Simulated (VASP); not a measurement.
Runs of VASP 6.6.1 on ZrB. The structure is that of space group Fm-3m (No. 225), or close to it. The cells are those of the table. 

```csv
cell,gap on the mesh (eV),pressure (GPa)
"a = 3.450 Å, angles 60.0°, 2 atoms",none,(a)
"a = 3.476 Å, angles 60.0°, 2 atoms",none,-0.4
"a = 3.471 Å, angles 60.0°, 2 atoms",none,(b)
"a = 3.473 Å, angles 60.0°, 2 atoms",none,0.1
"a = 3.426 Å, angles 60.0°, 2 atoms",none,7.3
```

Alike in all rows: task single point; level r2SCAN; potentials or basis VASP PAW PBE potentials, release 64 (Zr_sv, B); no spin polarisation; k mesh 12 × 12 × 12; cutoff (eV) 520; smearing gaussian 0.05 eV.

Problem. Estimate the missing entries.

Solution. (a) 3.5; (b) 0.3.

Caveats: the PAW data sets were made with another functional, which shifts forces and pressure a little; the cell stands under pressure (at least some runs).

A k mesh can miss the band edges, and the runs leave out spin-orbit coupling on Zr.

A gap of «none» marks levels without a gap at the run's occupations.
